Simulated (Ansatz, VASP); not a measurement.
Li2ZrO2 in VASP and in Ansatz

```xyz
5
Lattice="4.0824 0.0000 0.0000 -2.0412 3.5355 0.0000 0.0000 0.0000 3.7461" Properties=species:S:1:pos:R:3 pbc="T T T"
Li    0.0000    2.3570    1.8730
Li    2.0412    1.1785    1.8730
Zr    0.0000    0.0000    0.0000
O     0.0000    2.3570    0.0000
O     2.0412    1.1785    0.0000
```

Alike in both runs: task relaxation of cell and atoms; functional PBE; k mesh 12 × 12 × 10; occupations gaussian, width 0.1 eV; no spin polarisation.

```csv
,VASP,Ansatz
version,VASP 6.6.1,Ansatz 0.2.0
potentials or method,"VASP PAW PBE potentials, release 64 (Li_sv, Zr_sv, O), cutoff 600 eV","scalar-relativistic, plane waves, PAW"
valence electrons in the cell,30,30
```

|  | VASP | Ansatz | Ansatz less VASP |
| --- | --- | --- | --- |
| gap on the k mesh at the Fermi level, each at its own relaxed structure (eV) | none | none | - |
| relaxed volume (Å³/atom) | 10.81 | 10.82 | +0.010 |
| relaxed cell length with the largest relative difference (Å) | 4.076 | 4.079 | +0.0030 |

A gap of «none» marks a metal or a gap that the smearing closes.

Noted on VASP's run: the cutoff is short for stress, so the pressure is rough.
